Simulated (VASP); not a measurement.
# NaIr2 (P4_2/mnm) in VASP: notebook, part 2 of 2

VASP 6.6.1. The steps go on from the part before.

### Step 3. Single point, PBE

This run uses another cell than the first one, of 21.45 Å³/atom.

The input, INCAR:

```
PREC = Accurate ; ENCUT = 520
EDIFF = 1E-6 ; ISMEAR = 0
SIGMA = 0.1 ; LREAL = False
LASPH = True ; NELM = 100
ALGO = Fast ; ISIF = 2
LWAVE = False ; LCHARG = True
GGA = PE ; LELF = True
LVHAR = True ; NBANDS = 34
```

The input, KPOINTS:

```
regular mesh
0
Gamma
  4 4 6
```

The input, POSCAR:

```
NaIr2
1.0
    5.1405444231      0.0000000000      0.0000000000
    0.0000000000      5.1405444231      0.0000000000
    0.0000000000      0.0000000000      4.8698241739
Na Ir
2 4
Direct
    0.0000000000      0.0000000000      0.0000000000
    0.5000000000      0.5000000000      0.5000000000
    0.3414318337      0.3414318337      0.0000000000
    0.1585681663      0.8414318337      0.5000000000
    0.6585681663      0.6585681663      0.0000000000
    0.8414318337      0.1585681663      0.5000000000
```

Potentials or basis: VASP PAW PBE potentials, release 64 (Na_pv, Ir).

Launch:

```sh
> cat potpaw_PBE.64/Na_pv/POTCAR potpaw_PBE.64/Ir/POTCAR > POTCAR
> mpirun -np 1 vasp_std > vasp.out
```

OUTCAR:

```text
PREC = Accurate
   ENCUT = 520
   EDIFF = 1E-6
   ISMEAR = 0
   LREAL = False
   LASPH = True
   NELM = 100
   ISIF = 2
   GGA = PE

 ion  position               nearest neighbor table
   1  0.000  0.000  0.000-   3 2.48   5 2.48   4 2.69   6 2.69   4 2.69   6 2.69
   2  0.500  0.500  0.500-   4 2.48   6 2.48   5 2.69   3 2.69   3 2.69   5 2.69
   3  0.341  0.341  0.000-   5 2.31   1 2.48   2 2.69   2 2.69
   4  0.159  0.841  0.500-   6 2.31   2 2.48   1 2.69   1 2.69
   5  0.659  0.659  0.000-   3 2.31   1 2.48   2 2.69   2 2.69
   6  0.841  0.159  0.500-   4 2.31   2 2.48   1 2.69   1 2.69

  LATTYP: Found a simple tetragonal cell.
 ALAT       =     5.1405444231
 C/A-ratio  =     0.9473362689

  Lattice vectors:

 A1 = (   5.1405444231,   0.0000000000,   0.0000000000)
 A2 = (   0.0000000000,   5.1405444231,   0.0000000000)
 A3 = (   0.0000000000,   0.0000000000,   4.8698241739)

Analysis of symmetry for initial positions (statically):
=====================================================================
 Subroutine PRICEL returns:
 Original cell was already a primitive cell.

 Routine SETGRP: Setting up the symmetry group for a
 simple tetragonal supercell.

 Subroutine GETGRP returns: Found 16 space group operations
 (whereof  8 operations were pure point group operations)
 out of a pool of 16 trial point group operations.

The static configuration has the point symmetry D_2h.
 The point group associated with its full space group is D_4h.

Analysis of symmetry for dynamics (positions and initial velocities):
=====================================================================
 Subroutine PRICEL returns:
 Original cell was already a primitive cell.

 Routine SETGRP: Setting up the symmetry group for a
 simple tetragonal supercell.

 Subroutine GETGRP returns: Found 16 space group operations
 (whereof  8 operations were pure point group operations)
 out of a pool of 16 trial point group operations.
[... 131 lines left out ...]
  Fermi-wavevector in a.u.,A,eV,Ry     =   1.194596  2.257459 19.416319  1.427059
  Thomas-Fermi vector in A             =   2.330582
   LORBIT       =      0    0 simple, 1 ext, 2 COOP (PROOUT), +10 PAW based schemes
   GGA     = PE    functional components
   LHFCALC =     F    Hartree Fock is set to
   AEXX    =    0.0000 exact exchange contribution
   IVDW    =     0    specifies the selected vdW correction
   LEPSILON=     F    determine dielectric tensor
   LRPA    =     F    only Hartree local field effects (RPA)
 non-spin polarized calculation
 RMM-DIIS sequential band-by-band and
 Gauss-broadening in eV      SIGMA  =   0.10
  energy-cutoff  :      520.00
  volume of cell :      128.69
 maximum number of plane-waves:      3498
 NGX is ok and might be reduce to    40
   NGX = 19   NGY = 19   NGZ = 19

 number of electron      49.9999995 magnetization

 Free energy of the ion-electron system (eV)
  ---------------------------------------------------
  ext. energy  EPLUGINS =         0.00000000
  ---------------------------------------------------
  free energy    TOTEN  =       -24.13970597 eV

  energy without entropy =      -24.05249076  energy(sigma->0) =      -24.09609836

 E-fermi :   3.0702     XC(G=0): -10.2929

 val. band max:        3.0698553439   @ k =   0.2500   0.0000   0.5000
 cond. band min:       3.0902321617   @ k =   0.2500   0.0000   0.0000
 fundamental gap:      0.0203768178
 Fermi energy:         3.0702116402

 k-point     1 :       0.0000    0.0000    0.0000
  band No.  band energies     occupation
      1     -20.1719      2.00000
      2     -20.1719      2.00000
      3     -19.9621      2.00000
      4     -19.9571      2.00000
      5     -19.9025      2.00000
      6     -19.9025      2.00000
[... 877 lines left out ...]
     33       5.0620      0.00000
     34       5.0620      0.00000

------------------------ aborting loop because EDIFF is reached ----------------------------------------

  FORCE on cell =-STRESS in cart. coord.  units (eV):
  Direction    XX          YY          ZZ          XY          YZ          ZX
  --------------------------------------------------------------------------------------
  -------------------------------------------------------------------------------------
  Total       -0.0020658     -0.0020658      0.1639417     -0.0000000      0.0000000      0.0000000
  in kB       -0.0257202     -0.0257202      2.0411199     -0.0000000      0.0000000      0.0000000
  external PRESSURE =       0.6632265 kB  Pullay stress =       0.0000000 kB

 VOLUME and BASIS-vectors are now :
 -----------------------------------------------------------------------------
  energy-cutoff  :      520.00
  volume of cell :      128.69
      direct lattice vectors                 reciprocal lattice vectors
     5.140544423  0.000000000  0.000000000     0.194531925  0.000000000  0.000000000
     0.000000000  5.140544423  0.000000000     0.000000000  0.194531925  0.000000000
     0.000000000  0.000000000  4.869824174     0.000000000  0.000000000  0.205346223

 POSITION                                       TOTAL-FORCE (eV/Angst)
 -----------------------------------------------------------------------------------
      0.00000      0.00000      0.00000         0.000000      0.000000      0.000000
      2.57027      2.57027      2.43491         0.000000      0.000000      0.000000
      1.75515      1.75515      0.00000        -0.029167     -0.029167      0.000000
      0.81513      4.32542      2.43491         0.029167     -0.029167      0.000000
      3.38540      3.38540      0.00000         0.029167      0.029167     -0.000000
      4.32542      0.81513      2.43491        -0.029167      0.029167     -0.000000
 -----------------------------------------------------------------------------------
    total drift:                               -0.000000      0.000000     -0.000000

  FREE ENERGIE OF THE ION-ELECTRON SYSTEM (eV)
  ---------------------------------------------------
  free  energy   TOTEN  =       -24.1397059663 eV

  energy  without entropy=      -24.0524907627  energy(sigma->0) =      -24.09609836
```

OSZICAR:

```text
N       E                     dE             d eps       ncg     rms          rms(c)
DAV:   1     0.548976543196E+03    0.54898E+03   -0.22344E+04  1640   0.154E+03
DAV:   2     0.168176876890E+02   -0.53216E+03   -0.50569E+03  1634   0.468E+02
DAV:   3    -0.242369652355E+02   -0.41055E+02   -0.37057E+02  1924   0.136E+02
DAV:   4    -0.259182814156E+02   -0.16813E+01   -0.16252E+01  1776   0.282E+01
DAV:   5    -0.259573706764E+02   -0.39089E-01   -0.38990E-01  1960   0.379E+00    0.135E+01
RMM:   6    -0.242008580477E+02    0.17565E+01   -0.34229E+00  1665   0.123E+01    0.608E+00
RMM:   7    -0.241444095383E+02    0.56449E-01   -0.13841E+00  1737   0.452E+00    0.262E+00
RMM:   8    -0.241389218340E+02    0.54877E-02   -0.12322E-01  1848   0.179E+00    0.120E+00
RMM:   9    -0.241404315039E+02   -0.15097E-02   -0.33479E-02  2680   0.825E-01    0.197E-01
RMM:  10    -0.241397181175E+02    0.71339E-03   -0.35489E-03  2042   0.333E-01    0.967E-02
RMM:  11    -0.241397040257E+02    0.14092E-04   -0.90316E-04  2145   0.200E-01    0.697E-02
RMM:  12    -0.241397030150E+02    0.10106E-05   -0.26115E-04  2269   0.112E-01    0.192E-02
RMM:  13    -0.241397094049E+02   -0.63899E-05   -0.90525E-05  1976   0.581E-02    0.142E-02
RMM:  14    -0.241397053179E+02    0.40870E-05   -0.22694E-05  1784   0.394E-02    0.302E-03
RMM:  15    -0.241397059663E+02   -0.64836E-06   -0.75566E-06  1703   0.138E-02
   1 F= -.24139706E+02 E0= -.24096098E+02  d E =-.872152E-01
```

Wall time 1.8 min (1 thread of Oxide Virtual Turin-like, shared host); peak memory 0.24 GiB.

Results:

```
Free energy            : -24.1397 eV
Pressure               : 0.1 GPa
Largest force          : 0.041 eV/Å
Band gap on the k mesh : zero (bands 25 and 26 overlap by 0.26 eV)
```

Forces in eV/Å, atoms in the order of the input:
```
Na   0.000  0.000  0.000
Na   0.000  0.000  0.000
Ir  -0.029 -0.029  0.000
Ir   0.029 -0.029  0.000
Ir   0.029  0.029  0.000
Ir  -0.029  0.029  0.000
```

Levels at points of the mesh, in eV from the Fermi level:
```csv
k point,band 23,band 24,band 25,band 26,band 27,band 28
"(0.00, 0.00, 0.00)",-0.11,-0.11,-0.08,0.10,0.30,0.30
"(0.50, 0.00, 0.00)",-0.40,-0.40,-0.16,-0.16,0.29,0.29
"(0.50, 0.50, 0.00)",-0.45,-0.45,-0.08,-0.08,0.24,0.24
"(0.00, 0.00, 0.50)",-0.20,-0.20,0.07,0.07,0.13,0.13
"(0.50, 0.00, 0.50)",-0.31,-0.31,-0.11,-0.11,0.05,0.05
"(0.50, 0.50, 0.50)",-0.80,-0.80,-0.16,-0.16,0.29,0.29
```

Caveat: spin-orbit coupling is left out, which moves the levels of the heavy elements.

### Step 4. Single point, PBE

This run uses another cell than the first one, of 21.45 Å³/atom.

The input, INCAR:

```
ALGO = Fast
EDIFF = 1E-7
ENCUT = 520
GGA = PE
ISIF = 2
ISMEAR = 0
LASPH = T
LCHARG = T
LELF = T
LREAL = F
LVHAR = T
LWAVE = F
NBANDS = 34
NELM = 80
PREC = Accurate
SIGMA = 0.1
```

The input, KPOINTS:

```
k-points
0
Gamma
  8 8 8
```

The input, POSCAR:

```
NaIr2
1.0
    5.1378592233      0.0000000000      0.0000000000
    0.0000000000      5.1378592233      0.0000000000
    0.0000000000      0.0000000000      4.8756921863
Na Ir
2 4
Direct
    0.0000000000      0.0000000000      0.0000000000
    0.5000000000      0.5000000000      0.5000000000
    0.3414500883      0.3414500883      0.0000000000
    0.1585499117      0.8414500883      0.5000000000
    0.6585499117      0.6585499117      0.0000000000
    0.8414500883      0.1585499117      0.5000000000
```

Launch:

```sh
> cat potpaw_PBE.64/Na_pv/POTCAR potpaw_PBE.64/Ir/POTCAR > POTCAR
> mpirun -np 1 vasp_std > vasp.out
```

Wall time 7.1 min (1 thread of Oxide Virtual Turin-like, shared host); peak memory 0.38 GiB.

The run converged. Its results:

```
Free energy            : -24.1416 eV
Pressure               : 0.1 GPa
Largest force          : 0.051 eV/Å
Band gap on the k mesh : zero (bands 25 and 26 overlap by 0.27 eV)
```

Forces on the atoms (eV/Å):
```
Na   0.000  0.000  0.000
Na   0.000  0.000  0.000
Ir  -0.036 -0.036  0.000
Ir   0.036 -0.036  0.000
Ir   0.036  0.036  0.000
Ir  -0.036  0.036  0.000
```

Stress tensor (GPa, compression positive):
```
0.14 0.00 0.00
0.00 0.14 0.00
0.00 0.00 0.00
```

Levels at points of the mesh, in eV from the Fermi level:
```csv
k point,band 23,band 24,band 25,band 26,band 27,band 28
"(0.00, 0.00, 0.00)",-0.10,-0.10,-0.07,0.10,0.31,0.31
"(0.50, 0.00, 0.00)",-0.39,-0.39,-0.15,-0.15,0.29,0.29
"(0.50, 0.50, 0.00)",-0.45,-0.45,-0.08,-0.08,0.25,0.25
"(0.00, 0.00, 0.50)",-0.19,-0.19,0.07,0.07,0.14,0.14
"(0.50, 0.00, 0.50)",-0.30,-0.30,-0.11,-0.11,0.05,0.05
"(0.50, 0.50, 0.50)",-0.79,-0.79,-0.15,-0.15,0.29,0.29
```

Caveat: spin-orbit coupling is left out, which moves the levels of the heavy elements.

### Step 5. Relaxation of cell and atoms, PBE

The input, INCAR:

```
PREC = Accurate ; ENCUT = 600
EDIFF = 1E-6 ; ISMEAR = 0
SIGMA = 0.1 ; LREAL = False
LASPH = True ; NELM = 80
ALGO = Normal ; ISIF = 3
LWAVE = False ; LCHARG = False
GGA = PE ; IBRION = 2
NSW = 90 ; EDIFFG = -0.04
```

The input, KPOINTS:

```
regular mesh
0
Gamma
  4 4 6
```

The input, POSCAR:

```
NaIr2
1.0
    5.3938791560      0.0000000000      0.0000000000
    0.0000000000      5.3938791560      0.0000000000
    0.0000000000      0.0000000000      3.4742029653
Na Ir
2 4
Direct
    0.0000000000      0.0000000000      0.0000000000
    0.5000000000      0.5000000000      0.5000000000
    0.3060000000      0.3060000000      0.0000000000
    0.1940000000      0.8060000000      0.5000000000
    0.6940000000      0.6940000000      0.0000000000
    0.8060000000      0.1940000000      0.5000000000
```

Launch:

```sh
> cat potpaw_PBE.64/Na_pv/POTCAR potpaw_PBE.64/Ir/POTCAR > POTCAR
> mpirun -np 1 vasp_std > vasp.out
```

Wall time 18 min (1 thread of Oxide Virtual Turin-like, shared host); peak memory 0.27 GiB.

It converged, with:

* Free energy: -24.1199 eV
* Relaxed volume: 21.41 Å³/atom
* Relaxed cell: a = 5.132 Å, b = 5.132 Å, c = 4.878 Å, α = 90.00°, β = 90.00°, γ = 90.00°
* Space group after relaxing (to 0.1 Å): P4_2/mnm (No. 136)
* Energy gained by relaxing: 725.8 meV/atom
* Ionic steps: 15
* Pressure after relaxing: 0.0 GPa
* Largest force after relaxing: 0.011 eV/Å
* Band gap on the k mesh: zero (bands 25 and 26 overlap by 0.26 eV)

Forces in eV/Å, atoms in the order of the input:
```
Na   0.000  0.000  0.000
Na   0.000  0.000  0.000
Ir   0.008  0.008  0.000
Ir  -0.008  0.008  0.000
Ir  -0.008 -0.008  0.000
Ir   0.008 -0.008  0.000
```

Stress tensor (GPa, compression positive):
```
 0.12  0.00  0.00
 0.00  0.12  0.00
 0.00  0.00 -0.25
```

Step by step:
```csv
step,energy change (eV),largest force (eV/Å),pressure (GPa),volume (Å³)
1,0.0000,1.6092,16.76,101.08
2,-0.8293,1.3259,-4.97,128.81
3,-1.0784,0.6236,-0.29,117.88
4,-1.0782,0.6559,-0.57,118.27
5,-1.3209,1.0257,-1.09,118.73
6,-2.4111,1.9619,-2.41,119.35
7,-4.0494,1.0214,3.43,117.56
8,-4.0404,1.6436,1.60,117.96
9,-4.0568,1.3028,2.62,117.73
10,-4.1174,0.0122,4.25,119.62
11,-4.1215,0.2940,3.84,119.25
12,-4.2252,0.2786,2.45,121.67
13,-4.3452,0.2989,-0.34,127.86
14,-4.3483,0.3109,-0.75,128.93
15,-4.3549,0.0111,-0.01,128.48
```

Final structure:
```xyz
6
Lattice="5.1321 0.0000 0.0000 0.0000 5.1321 0.0000 0.0000 0.0000 4.8779" Properties=species:S:1:pos:R:3 pbc="T T T"
Na    5.1321    0.0000    0.0000
Na    2.5661    2.5661    2.4389
Ir    1.7505    1.7505    0.0000
Ir    0.8156    4.3166    2.4389
Ir    3.3816    3.3816    0.0000
Ir    4.3166    0.8156    2.4389
```

Levels at points of the mesh, in eV from the Fermi level:
| k point | band 21 | band 22 | band 23 | band 24 | band 25 | band 26 | band 27 | band 28 | band 29 | band 30 |
| --- | --- | --- | --- | --- | --- | --- | --- | --- | --- | --- |
| (0.00, 0.00, 0.00) | -0.58 | -0.27 | -0.11 | -0.11 | -0.06 | 0.10 | 0.30 | 0.30 | 2.05 | 2.05 |
| (0.50, 0.00, 0.00) | -0.47 | -0.47 | -0.39 | -0.39 | -0.16 | -0.16 | 0.29 | 0.29 | 2.65 | 2.65 |
| (0.50, 0.50, 0.00) | -0.54 | -0.54 | -0.45 | -0.45 | -0.08 | -0.08 | 0.23 | 0.23 | 0.62 | 0.62 |
| (0.00, 0.00, 0.50) | -0.57 | -0.57 | -0.20 | -0.20 | 0.07 | 0.07 | 0.14 | 0.14 | 2.57 | 2.57 |
| (0.50, 0.00, 0.50) | -0.67 | -0.67 | -0.30 | -0.30 | -0.11 | -0.11 | 0.05 | 0.05 | 0.74 | 0.74 |
| (0.50, 0.50, 0.50) | -0.85 | -0.85 | -0.80 | -0.80 | -0.16 | -0.16 | 0.28 | 0.28 | 1.74 | 1.74 |

Caveat: the volume moved by over 15 % at a fixed basis, so the end points are rough; spin-orbit coupling is left out, which moves the levels of the heavy elements.

### Step 6. The runs side by side

| task | cell | k mesh | cutoff (eV) | gap on the mesh (eV) | pressure (GPa) | largest force (eV/Å) |
| --- | --- | --- | --- | --- | --- | --- |
| single point | a = 5.394, b = 5.394, c = 3.474 Å, 6 atoms, atomic positions A | 4 × 4 × 6 | 520 | none | 16.7 | 1.61 |
| single point | a = 5.141, b = 5.141, c = 4.870 Å, 6 atoms, atomic positions B | 4 × 4 × 6 | 520 | none | 0.1 | 0.04 |
| single point | a = 5.138, b = 5.138, c = 4.876 Å, 6 atoms, atomic positions B | 8 × 8 × 8 | 520 | none | 0.1 | 0.05 |
| relaxation of cell and atoms | relaxed from a = 5.394, b = 5.394, c = 3.474 Å, 6 atoms, atomic positions A | 4 × 4 × 6 | 600 | none | 0.0 | 0.01 |

Alike in all rows: level PBE; potentials or basis VASP PAW PBE potentials, release 64 (Na_pv, Ir); no spin polarisation; smearing gaussian 0.1 eV.

Caveats: spin-orbit coupling is left out, which moves the levels of the heavy elements; the stress differs along the axes, from 11 to 29 GPa (at least some runs); forces of over 1 eV/Å act on the atoms, so gaps and moduli don't describe the material at rest (at least some runs); the volume moved by over 15 % at a fixed basis, so the end points are rough (at least some runs).

Absolute energies hang on the potentials; compare differences alone.

The gap in the log of VASP goes by the Fermi energy; the results here count the filled bands.